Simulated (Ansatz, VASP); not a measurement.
## Two plane-wave programs on Be

```
CELL_PARAMETERS angstrom
-1.29071 1.29071 1.29071
1.29071 -1.29071 1.29071
1.29071 1.29071 -1.29071
ATOMIC_POSITIONS crystal
Be 0.00000 0.00000 0.00000
```

Change from the starting cell: strain +0.030 along x and y, +0.030 along z, atoms carried along.

Alike in both runs: task single point; functional PBEsol; k mesh 26 × 26 × 26; occupations gaussian, width 0.15 eV; no spin polarisation.

```csv
,VASP,Ansatz
version,VASP 6.6.1,Ansatz 0.2.0
potentials or method,"VASP PAW PBE potentials, release 64 (Be), cutoff 520 eV","scalar-relativistic, plane waves, PAW"
valence electrons in the cell,2,2
```

Ansatz gave:

```
gap on the k mesh at the Fermi level (eV) : none
pressure (GPa)                            : -11.0
```

**Question.** Estimate VASP's values.

**Answer.** gap on the k mesh at the Fermi level (eV): none; pressure (GPa): -10.7.

VASP's potentials were made for PBE, not for PBEsol. A gap of «none» marks a metal or a gap that the smearing closes. The functional is the same, so the differences come from potentials, cutoffs and numerics.
